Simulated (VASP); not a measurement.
**Ge: single point with PBEsol**

The system is Ge.

```xyz
4
Lattice="0.0000 2.6884 4.6473 2.4737 0.0000 4.6473 2.4737 2.6884 0.0000" Properties=species:S:1:pos:R:3 pbc="T T T"
Ge    2.4737    3.9432    4.6473
Ge    2.4737    1.4336    4.6473
Ge    2.4737    2.6884    2.1569
Ge    2.4737    2.6884    7.1376
```

* Program: VASP 6.6.1
* Task: single point
* Functional: PBEsol
* Potentials or basis: VASP PAW PBE potentials, release 64 (Ge_d)
* Cutoff: 520 eV
* k mesh: 7 × 7 × 7
* Occupations: fermi-dirac, width 0.05 eV
* Spin: no spin polarisation

```yaml
Pressure: 19.8 GPa
Largest_force: 0.011 eV/Å
Band_gap_on_the_k_mesh: zero (band 28 reaches 10.11 eV, above the bottom of band 29 at 6.49 eV)
```

Forces in eV/Å, atoms in the order of the input:
```
Ge   0.000 -0.011  0.000
Ge   0.000  0.011  0.000
Ge   0.000  0.000 -0.004
Ge   0.000  0.000  0.004
```

Stress tensor (GPa, compression positive):
```
19.77  0.00  0.00
 0.00 19.89  0.00
 0.00  0.00 19.83
```

Levels at points of the mesh, in eV from the Fermi level:
```csv
k point,band 26,band 27,band 28,band 29,band 30,band 31
"(0.00, 0.00, 0.00)",-2.79,-2.79,-2.43,-2.32,2.82,3.09
```

Run time: 120 s on 1 thread of Intel(R) Xeon(R) Platinum 8488C (Sapphire Rapids), with other jobs on the host, peak memory 0.25 GiB.

Caveat: the PAW data sets were made with another functional, which shifts forces and pressure a little.
